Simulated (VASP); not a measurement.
A run of VASP 6.6.1:

File POSCAR:

```
Sn
1.0
   -1.8354047422      1.8354047422      2.0189452164
    1.8354047422     -1.8354047422      2.0189452164
    1.8354047422      1.8354047422     -2.0189452164
Sn
1
Direct
    0.0000000000      0.0000000000      0.0000000000
```

The input INCAR.step1:

```
SYSTEM = Sn
PREC = Accurate
ENCUT = 520
ISMEAR = 0
SIGMA = 0.15
LREAL = .False.
LASPH = .True.
NELM = 100
NBANDS = 13
GGA = PE
ALGO = Normal
EDIFF = 1E-4
LWAVE = .True.
LCHARG = .False.
```

File INCAR.step2:

```
SYSTEM = Sn
PREC = Accurate
ENCUT = 520
EDIFF = 1E-6
ISMEAR = 0
SIGMA = 0.15
LREAL = .False.
LASPH = .True.
NELM = 100
ALGO = Normal
ISIF = 2
LWAVE = .False.
LCHARG = .True.
METAGGA = R2SCAN
LMIXTAU = .True.
LELF = .True.
LVHAR = .True.
NBANDS = 13
ISTART = 1
```

File KPOINTS:

```
regular mesh
0
Gamma
  20 20 20
  0 0 0
```

Potentials or basis: VASP PAW PBE potentials, release 64 (Sn_d).

Run with:

```console
$ cat potpaw_PBE.64/Sn_d/POTCAR > POTCAR
$ cp INCAR.step1 INCAR
$ mpirun -np 1 vasp_std > vasp.out
$ cp INCAR.step2 INCAR
$ mpirun -np 1 vasp_std > vasp.out
```

Hardware: 1 thread of Intel Xeon 8259CL (shared host).

Estimate the wall time of this run.

It took 10 min on 1 thread of Intel Xeon 8259CL (shared host), peak memory 0.32 GiB. Counts: k points 641.
